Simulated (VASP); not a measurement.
Crystal: Cs2AgBiBr6.

```
Bi Cs Ag Br
1.0
     0.00000    5.61610    5.61610
     5.61610    0.00000    5.61610
     5.61610    5.61610    0.00000
Bi Cs Ag Br
1 2 1 6
Direct
  0.00000 0.00000 0.00000
  0.75000 0.75000 0.75000
  0.25000 0.25000 0.25000
  0.50000 0.50000 0.50000
  0.74945 0.74945 0.25055
  0.25055 0.25055 0.74945
  0.74945 0.25055 0.25055
  0.74945 0.25055 0.74945
  0.25055 0.74945 0.74945
  0.25055 0.74945 0.25055
```

Base run:

```yaml
Program: VASP 6.6.1
Functional: LDA
Potentials_or_basis: VASP PAW LDA potentials, release 64 (Bi_d, Cs_sv, Ag, Br)
Cutoff: 520 eV
k_mesh: 4 × 4 × 4
Occupations: fermi-dirac, width 0.05 eV
Spin: no spin polarisation
Hubbard_terms: Ag d U = 2.0 eV
```

Its results: band gap on the k mesh 1.28 eV (least direct gap 2.47 eV); pressure -1.4 GPa; largest force 0.322 eV/Å.

The run is repeated on the same cell with these changes: hubbard terms from Ag d U = 2.0 eV to none. What comes out?

Band gap on the k mesh 1.11 eV (least direct gap 2.34 eV); pressure -1.4 GPa; largest force 0.340 eV/Å.

The U term pushes filled and empty states of the shell apart.

Caveats: spin-orbit coupling is left out, which moves the levels of the heavy elements.

A k mesh can miss the band edges.
